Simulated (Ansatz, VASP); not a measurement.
## One calculation of TaN, two programs

INCAR

```
PREC = Accurate
ENCUT = 700
EDIFF = 1E-6
ISMEAR = -1
SIGMA = 0.05
LREAL = False
LASPH = True
NELM = 200
ALGO = Normal
ISIF = 2
LWAVE = False
LCHARG = False
LMAXMIX = 4
LDAU = True
LDAUTYPE = 2
LDAUL = 2 -1
LDAUU = 5 0
LDAUJ = 0 0
LDAUPRINT = 1
GGA = PS
NBANDS = 16
GGA_COMPAT = False
```

Contents of KPOINTS:

```
regular mesh
0
Gamma
  10 10 9
```

File POSCAR:

```
TaN
1.0
    2.9380000000      0.0000000000      0.0000000000
   -1.4690000000      2.5443826363      0.0000000000
    0.0000000000      0.0000000000      2.8830000000
Ta N
1 1
Direct
    0.0000000000      0.0000000000      0.5000000000
    0.6666666667      0.3333333333      0.0000000000
```

File input.yaml:

```yaml
crystal:
  lattice:
    - [2.938, 0.0, 0.0]
    - [-1.469, 2.5443826363, 0.0]
    - [0.0, 0.0, 2.883]
  atoms:
    - { symbol: Ta, position: [0.0, 0.0, 0.5] }
    - { symbol: "N", position: [0.6666666667, 0.3333333333, 0.0] }
hamiltonian:
  xc: pbesol
  pseudopotentials: { kind: paw }
  hubbard: { sites: [{ species: Ta, l: d, u_eff: 5.0 }] }
kpoints:
  mp_grid: { grid: [10, 10, 9] }
scf:
  occupations: { method: fermi_dirac, width: 0.05 }
  n_extra_bands: 6
output:
  forces: true
  stress: true
  eigenvalues: true
  dos: { projected: true, de: 0.05, nscf_kmesh: { grid: [15, 15, 14] } }
```

Alike in both runs: functional PBEsol; k mesh 10 × 10 × 9; occupations fermi-dirac, width 0.05 eV; no spin polarisation; Hubbard terms Ta d U = 5.0 eV.

```csv
,VASP,Ansatz
version,VASP 6.6.1,Ansatz 0.2.0
potentials or method,"VASP PAW PBE potentials, release 64 (Ta_sv_GW, N)",Ansatz PAW
plane-wave cutoff (eV),700,420
valence electrons in the cell,18,18
task,single point,projected density of states
```

VASP gave:

| Property | Result |
| --- | --- |
| gap on the k mesh at the Fermi level (eV) | none |
| pressure (GPa) | 12.1 |
| traceless stress, the component that is largest in VASP (GPa) | 1.16 |

Q: Estimate Ansatz's values.

A: gap on the k mesh at the Fermi level (eV): none; pressure (GPa): -0.1; traceless stress, the component that is largest in VASP (GPa): -1.77.

VASP's potentials were made for PBE, not for PBEsol. The programs project onto different local orbitals, so the same U acts differently, and such runs can settle in different states. A gap of «none» marks a metal or a gap that the smearing closes.

Spin-orbit coupling is off throughout.
